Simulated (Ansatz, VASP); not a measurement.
ZrB: VASP beside Ansatz

```xyz
2
Lattice="0.0000 2.4625 2.4625 2.4625 0.0000 2.4625 2.4625 2.4625 0.0000" Properties=species:S:1:pos:R:3 pbc="T T T"
Zr    2.4625    2.4625    2.4625
B     0.0000    0.0000    0.0000
```

Alike in both runs: task single point; functional PBE; dispersion D3(BJ); k mesh 8 × 8 × 8; occupations gaussian, width 0.05 eV; no spin polarisation.

```csv
,VASP,Ansatz
version,VASP 6.6.1,Ansatz 0.2.0
potentials or method,"VASP PAW PBE potentials, release 64 (Zr_sv, B), cutoff 500 eV","scalar-relativistic, plane waves, PAW"
valence electrons in the cell,15,15
```

Ansatz gave:

| Quantity | Value |
| --- | --- |
| gap on the k mesh at the Fermi level (eV) | none |
| pressure (GPa) | -6.1 |

Which values does VASP return?

gap on the k mesh at the Fermi level (eV): none; pressure (GPa): -6.0.

A gap of «none» marks a metal or a gap that the smearing closes.
